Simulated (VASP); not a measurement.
# TaN (P-6m2) in VASP: notebook

TaN is run at these levels: RPBE, revPBE; tasks: single point.

Everything below comes from runs of VASP 6.6.1. Logs are shortened: lines on timing, memory, paths and dates and some standing lists are left out, and cuts for length are marked.

### 1 The cell of the first run

The structure is hexagonal, space group P-6m2 (No. 187). Conventional cell: a = 2.964 Å, b = 2.964 Å, c = 2.912 Å, α = 90.00°, β = 90.00°, γ = 120.00°. Within 3.0 Å of Ta (site symmetry -6m2) lie 6 N at 2.25 Å and 8 Ta at 2.91 to 2.96 Å. N (site symmetry -6m2) has 6 Ta at 2.25 Å and 8 N at 2.91 to 2.96 Å within 3.0 Å.

### 2 Single point, RPBE

INCAR

```
PREC = Accurate ; ENCUT = 520
EDIFF = 1E-7 ; ISMEAR = -1
SIGMA = 0.05 ; LREAL = False
LASPH = True ; NELM = 80
ALGO = Normal ; ISIF = 2
LWAVE = False ; LCHARG = True
GGA = RP ; LELF = True
LVHAR = True ; NBANDS = 15
```

KPOINTS

```
Automatic mesh
0
Gamma
  10 10 9
```

POSCAR

```
TaN
1.0
    2.9636853204     -0.0000000029      0.0000000000
   -1.4818426577      2.5666267777      0.0000000000
    0.0000000000      0.0000000000      2.9117528781
Ta N
1 1
Direct
    0.3333333333      0.6666666667      0.5000000000
    0.0000000000      0.0000000000      0.0000000000
```

Potentials or basis: VASP PAW PBE potentials, release 64 (Ta_pv, N).

Started as:

```bash
> cat potpaw_PBE.64/Ta_pv/POTCAR potpaw_PBE.64/N/POTCAR > POTCAR
> mpirun -np 1 vasp_std > vasp.out
```

OUTCAR:

```text
PREC = Accurate
   ENCUT = 520
   EDIFF = 1E-7
   ISMEAR = -1
   LREAL = False
   LASPH = True
   NELM = 80
   ISIF = 2
   GGA = RP

 ion  position               nearest neighbor table
   1  0.333  0.667  0.500-   2 2.25   2 2.25   2 2.25   2 2.25   2 2.25   2 2.25
   2  0.000  0.000  0.000-   1 2.25   1 2.25   1 2.25   1 2.25   1 2.25   1 2.25

  LATTYP: Found a hexagonal cell.
 ALAT       =     2.9636853204
 C/A-ratio  =     0.9824770727

  Lattice vectors:

 A1 = (   2.9636853204,  -0.0000000029,   0.0000000000)
 A2 = (  -1.4818426577,   2.5666267777,   0.0000000000)
 A3 = (   0.0000000000,   0.0000000000,   2.9117528781)

Analysis of symmetry for initial positions (statically):
=====================================================================
 Subroutine PRICEL returns:
 Original cell was already a primitive cell.

 Routine SETGRP: Setting up the symmetry group for a
 hexagonal supercell.

 Subroutine GETGRP returns: Found 12 space group operations
 (whereof 12 operations were pure point group operations)
 out of a pool of 24 trial point group operations.

The static configuration has the point symmetry D_3h.

Analysis of symmetry for dynamics (positions and initial velocities):
=====================================================================
 Subroutine PRICEL returns:
 Original cell was already a primitive cell.

 Routine SETGRP: Setting up the symmetry group for a
 hexagonal supercell.

 Subroutine GETGRP returns: Found 12 space group operations
 (whereof 12 operations were pure point group operations)
 out of a pool of 24 trial point group operations.

The dynamic configuration has the point symmetry D_3h.

 Subroutine INISYM returns: Found 12 space group operations
 (whereof 12 operations are pure point group operations),
 and found     1 'primitive' translations

----------------------------------------------------------------------------------------

                                     Primitive cell

  volume of cell :      22.1488

  direct lattice vectors                    reciprocal lattice vectors
     2.963685320 -0.000000003  0.000000000     0.337417739  0.194808222  0.000000000
    -1.481842658  2.566626778  0.000000000     0.000000000  0.389616445  0.000000000
     0.000000000  0.000000000  2.911752878     0.000000000  0.000000000  0.343435738

  length of vectors
     2.963685320  2.963685320  2.911752878     0.389616445  0.389616445  0.343435738

  position of ions in fractional coordinates (direct lattice)
     0.333333333  0.666666667  0.500000000
     0.000000000  0.000000000  0.000000000

  ion indices of the primitive-cell ions
   primitive index   ion index
                 1           1
                 2           2

----------------------------------------------------------------------------------------

 KPOINTS: Automatic mesh

Automatic generation of k-mesh.
 Grid dimensions read from file:
 generate k-points for:   10   10    9

 Generating k-lattice:

  Cartesian coordinates                     Fractional coordinates (reciprocal lattice)
     0.033741774  0.019480822  0.000000000     0.100000000  0.000000000  0.000000000
     0.000000000  0.038961644  0.000000000     0.000000000  0.100000000  0.000000000
     0.000000000  0.000000000  0.038159526     0.000000000  0.000000000  0.111111111

  Length of vectors
     0.038961644  0.038961644  0.038159526

  Shift w.r.t. Gamma in fractional coordinates (k-lattice)
     0.000000000  0.000000000  0.000000000

 Subroutine IBZKPT returns following result:
 ===========================================

 Found     70 irreducible k-points:

 Following reciprocal coordinates:
            Coordinates               Weight
  0.000000  0.000000  0.000000      1.000000
  0.100000 -0.000000  0.000000      6.000000
  0.200000 -0.000000  0.000000      6.000000
  0.300000 -0.000000  0.000000      6.000000
  0.400000  0.000000  0.000000      6.000000
  0.500000 -0.000000  0.000000      3.000000
[... 16 lines left out ...]
  0.300000  0.100000  0.111111     24.000000
  0.400000  0.100000  0.111111     24.000000
 [... further k-points ...]
   k-points           NKPTS =     70   k-points in BZ     NKDIM =     70   number of bands    NBANDS=     15
   number of dos      NEDOS =    301   number of ions     NIONS =      2
   total plane-waves  NPLWV =  13824
   dimension x,y,z NGX =    24 NGY =   24 NGZ =   24
   dimension x,y,z NGXF=    48 NGYF=   48 NGZF=   48
   ions per type =               1   1
   NGX,Y,Z   is equivalent  to a cutoff of  13.46, 13.46, 13.70 a.u.
   NGXF,Y,Z  is equivalent  to a cutoff of  26.93, 26.93, 27.41 a.u.
 SYSTEM =  unknown system
   PREC   = accura    normal or accurate (medium, high low for compatibility)
   ISTART =      0    job   : 0-new  1-cont  2-samecut
   ICHARG =      2    charge: 1-file 2-atom 10-const
   ISPIN  =      1    spin polarized calculation?
   LNONCOLLINEAR =      F non collinear calculations
   LSORBIT =      F    spin-orbit coupling
   LASPH  =      T    aspherical Exc in radial PAW
   ENCUT  =  520.0 eV  38.22 Ry    6.18 a.u.   5.51  5.51  5.41*2*pi/ulx,y,z
   NELM   =     80;   NELMIN=  2; NELMDL= -5     # of ELM steps
   EDIFF  = 0.1E-06   stopping-criterion for ELM
   LREAL  =      F    real-space projection
   EDIFFG = 0.1E-05   stopping-criterion for IOM
   NSW    =      0    number of steps for IOM
   IBRION =     -1    ionic relax: 0-MD 1-quasi-New 2-CG
   NFREE  =      0    steps in history (QN), initial steepest desc. (CG)
   ISIF   =      2    stress and relaxation
   ISYM   =      2    0-nonsym 1-usesym 2-fastsym
   POTIM  = 0.5000    time-step for ionic-motion
   TEBEG  =    0.0;   TEEND  =   0.0 temperature during run
   PSTRESS=    0.0 pullay stress
   NELECT =      16.0000    total number of electrons
   NUPDOWN=      -1.0000    fix difference up-down
   EMIN   =  10.00;   EMAX   =-10.00  energy-range for DOS
   EFERMI =   0.00;   METHOD = LEGACY
   ISMEAR =    -1;   SIGMA  =   0.05  broadening in eV -4-tet -1-fermi 0-gaus
   EFERMI_NEDOS =   21; number of points for ismear=-14 and -15
   IALGO  =     38    algorithm
   IMIX   =      4    mixing-type and parameters
     AMIX     =   0.40;   BMIX     =  1.00
     AMIX_MAG =   1.60;   BMIX_MAG =  1.00
  volume/ion in A,a.u.               =      11.07        74.73
  Fermi-wavevector in a.u.,A,eV,Ry     =   1.468921  2.775858 29.357677  2.157728
  Thomas-Fermi vector in A             =   2.584360
   LORBIT       =      0    0 simple, 1 ext, 2 COOP (PROOUT), +10 PAW based schemes
   GGA     = RP    functional components
   LHFCALC =     F    Hartree Fock is set to
   AEXX    =    0.0000 exact exchange contribution
   IVDW    =     0    specifies the selected vdW correction
   LEPSILON=     F    determine dielectric tensor
   LRPA    =     F    only Hartree local field effects (RPA)
 non-spin polarized calculation
  energy-cutoff  :      520.00
  volume of cell :       22.15
 maximum number of plane-waves:       617
 NGX is ok and might be reduce to    24
   NGX = 11   NGY = 11   NGZ = 11

 number of electron      16.0000001 magnetization

 Free energy of the ion-electron system (eV)
  ---------------------------------------------------
  ext. energy  EPLUGINS =         0.00000000
  ---------------------------------------------------
  free energy    TOTEN  =       -21.41625394 eV

  energy without entropy =      -21.41592197  energy(sigma->0) =      -21.41608795

 E-fermi :   8.1474     XC(G=0): -13.1260

 val. band max:        8.0267047144   @ k =   0.0000   0.0000   0.4444
 cond. band min:       8.3157881335   @ k =   0.0000   0.0000   0.3333
 fundamental gap:      0.2890834191
 Fermi energy:         8.1473515227

 k-point     1 :       0.0000    0.0000    0.0000
  band No.  band energies     occupation
      1     -26.8949      2.00000
      2     -26.6404      2.00000
      3     -26.6404      2.00000
      4      -9.5620      2.00000
      5       3.6396      2.00000
      6       3.6396      2.00000
      7       3.9872      2.00000
      8       5.1727      2.00000
      9      10.0759      0.00000
     10      11.5407      0.00000
     11      11.5407      0.00000
     12      11.9423      0.00000
     13      11.9423      0.00000
     14      21.0119      0.00000
     15      21.4032      0.00000

 k-point     2 :       0.1000   -0.0000    0.0000
  band No.  band energies     occupation
      1     -26.8828      2.00000
      2     -26.7361      2.00000
      3     -26.6610      2.00000
      4      -9.3692      2.00000
      5       3.0582      2.00000
      6       3.7857      2.00000
      7       4.2530      2.00000
      8       4.8982      2.00000
      9      10.7389      0.00000
     10      11.1886      0.00000
     11      11.5767      0.00000
     12      11.8424      0.00000
     13      12.1988      0.00000
     14      20.9941      0.00000
     15      21.3999      0.00000

 k-point     3 :       0.2000   -0.0000    0.0000
  band No.  band energies     occupation
      1     -26.9793      2.00000
      2     -26.8511      2.00000
      3     -26.7145      2.00000
      4      -8.8559      2.00000
      5       1.9426      2.00000
      6       4.1527      2.00000
      7       4.2752      2.00000
      8       4.8135      2.00000
      9      10.3242      0.00000
     10      11.5919      0.00000
     11      11.7619      0.00000
     12      12.3495      0.00000
     13      12.7008      0.00000
     14      21.0065      0.00000
     15      21.3961      0.00000

 k-point     4 :       0.3000   -0.0000    0.0000
  band No.  band energies     occupation
      1     -27.2667      2.00000
      2     -26.8115      2.00000
      3     -26.7798      2.00000
      4      -8.1945      2.00000
      5       0.9037      2.00000
      6       3.6308      2.00000
      7       4.5627      2.00000
      8       5.1220      2.00000
      9      10.2723      0.00000
     10      11.3013      0.00000
     11      12.2201      0.00000
     12      13.0455      0.00000
     13      13.7111      0.00000
     14      21.2512      0.00000
     15      21.4057      0.00000
[... 307 lines left out ...]
 k-point    22 :       0.2000    0.1000    0.1111
  band No.  band energies     occupation
      1     -27.1347      2.00000
      2     -26.9183      2.00000
      3     -26.7719      2.00000
      4      -8.2978      2.00000
      5       1.4605      2.00000
      6       3.1595      2.00000
      7       4.2045      2.00000
      8       5.7018      2.00000
      9       9.7115      0.00000
     10      10.9987      0.00000
     11      12.2642      0.00000
     12      12.9933      0.00000
     13      14.3515      0.00000
     14      20.7997      0.00000
     15      21.3919      0.00000

 k-point    23 :       0.3000    0.1000    0.1111
  band No.  band energies     occupation
      1     -27.3687      2.00000
      2     -26.8800      2.00000
      3     -26.8473      2.00000
      4      -7.7485      2.00000
      5       0.6544      2.00000
      6       2.9463      2.00000
      7       4.1379      2.00000
      8       5.8807      2.00000
      9       9.9271      0.00000
     10      11.2967      0.00000
     11      12.4516      0.00000
     12      13.4745      0.00000
     13      15.5346      0.00000
     14      20.9002      0.00000
     15      21.3931      0.00000

 k-point    24 :       0.4000    0.1000    0.1111
  band No.  band energies     occupation
      1     -27.5092      2.00000
      2     -26.8940      2.00000
      3     -26.8552      2.00000
      4      -7.3938      2.00000
      5       0.2012      2.00000
      6       2.8140      2.00000
      7       3.9906      2.00000
      8       5.8718      2.00000
      9      10.5803      0.00000
     10      11.5634      0.00000
     11      12.4299      0.00000
     12      13.6987      0.00000
     13      16.7543      0.00000
     14      19.5887      0.00000
     15      21.3902      0.00000

 [... further k-points ...]
[... 5 lines left out ...]
  --------------------------------------------------------------------------------------
  -------------------------------------------------------------------------------------
  Total        0.0731550      0.0731550      0.0947148     -0.0000000      0.0000000      0.0000000
  in kB        5.2918259      5.2918259      6.8513964     -0.0000000      0.0000000      0.0000000
  external PRESSURE =       5.8116827 kB  Pullay stress =       0.0000000 kB

 VOLUME and BASIS-vectors are now :
 -----------------------------------------------------------------------------
  energy-cutoff  :      520.00
  volume of cell :       22.15
      direct lattice vectors                 reciprocal lattice vectors
     2.963685320 -0.000000003  0.000000000     0.337417739  0.194808222  0.000000000
    -1.481842658  2.566626778  0.000000000     0.000000000  0.389616445  0.000000000
     0.000000000  0.000000000  2.911752878     0.000000000  0.000000000  0.343435738

 POSITION                                       TOTAL-FORCE (eV/Angst)
 -----------------------------------------------------------------------------------
      0.00000      1.71108      1.45588        -0.000000      0.000000      0.000000
      0.00000      0.00000      0.00000         0.000000      0.000000      0.000000
 -----------------------------------------------------------------------------------
    total drift:                                0.000000     -0.000000     -0.000000

  FREE ENERGIE OF THE ION-ELECTRON SYSTEM (eV)
  ---------------------------------------------------
  free  energy   TOTEN  =       -21.4162539358 eV

  energy  without entropy=      -21.4159219656  energy(sigma->0) =      -21.41608795
```

It took 9.1 s on 1 thread of Intel Xeon 6975P-C (Granite Rapids), shared host; peak memory 0.15 GiB.

What came out:

| Item | Value |
| --- | --- |
| Free energy | -21.4163 eV |
| Pressure | 0.6 GPa |
| Band gap on the k mesh | zero (band 8 reaches 8.32 eV, above the bottom of band 9 at 8.03 eV) |

Stress tensor (GPa, compression positive):
```
0.53 0.00 0.00
0.00 0.53 0.00
0.00 0.00 0.69
```

Levels at points of the mesh, in eV from the Fermi level:
| k point | band 6 | band 7 | band 8 | band 9 | band 10 | band 11 |
| --- | --- | --- | --- | --- | --- | --- |
| (0.00, 0.00, 0.00) | -4.51 | -4.16 | -2.97 | 1.93 | 3.39 | 3.39 |
| (0.50, 0.00, 0.00) | -5.13 | -3.43 | -3.20 | 2.85 | 3.80 | 5.01 |

Caveat: the PAW data sets were made with another functional, which shifts forces and pressure a little; spin-orbit coupling is left out, which moves the levels of the heavy elements.

### 3 Single point, revPBE

This run uses another cell than the first one, of 11.03 Å³/atom, 0.996 times its volume.

INCAR

```
ALGO     = Normal         # electronic algorithm
EDIFF    = 1E-7           # SCF threshold, eV
ENCUT    = 520            # plane-wave cutoff, eV
GGA      = RE             # functional
ISIF     = 2              # what is computed and relaxed
ISMEAR   = -1             # smearing method
LASPH    = T              # aspherical terms in the spheres
LCHARG   = F              # write CHGCAR
LREAL    = F              # projectors in reciprocal space
LWAVE    = F              # write WAVECAR
NBANDS   = 15             # bands
NELM     = 60             # most SCF steps
PREC     = Accurate       # precision mode
SIGMA    = 0.05           # smearing width, eV
```

KPOINTS

```
k-points
0
Gamma
  10 10 9
```

POSCAR

```
TaN
1.0
    2.9599443455     -0.0000000029      0.0000000000
   -1.4799721702      2.5633869984      0.0000000000
    0.0000000000      0.0000000000      2.9077590023
Ta N
1 1
Direct
    0.3333333333      0.6666666667      0.5000000000
    0.0000000000      0.0000000000      0.0000000000
```

Potentials or basis: VASP PAW PBE potentials, release 64 (Ta_pv, N).

Started as:

```bash
> cat potpaw_PBE.64/Ta_pv/POTCAR potpaw_PBE.64/N/POTCAR > POTCAR
> mpirun -np 1 vasp_std > vasp.out
```

Run time: 8.4 s. Hardware: 1 thread of Intel Xeon 6975P-C (Granite Rapids), shared host; peak memory 0.15 GiB.

Results (log left out):

```yaml
Free_energy: -21.5984 eV
Pressure: 0.6 GPa
Band_gap_on_the_k_mesh: zero (band 8 reaches 8.32 eV, above the bottom of band 9 at 8.03 eV)
```

Stress tensor (GPa, compression positive):
```
0.55 0.00 0.00
0.00 0.55 0.00
0.00 0.00 0.71
```

Levels at points of the mesh, in eV from the Fermi level:
```csv
k point,band 4,band 5,band 6,band 7,band 8,band 9,band 10,band 11,band 12,band 13
"(0.00, 0.00, 0.00)",-17.72,-4.52,-4.52,-4.17,-2.98,1.96,3.41,3.41,3.81,3.81
"(0.50, 0.00, 0.00)",-15.53,-8.22,-5.15,-3.45,-3.21,2.86,3.83,5.03,5.07,7.12
```

Caveat: the PAW data sets were made with another functional, which shifts forces and pressure a little; spin-orbit coupling is left out, which moves the levels of the heavy elements.
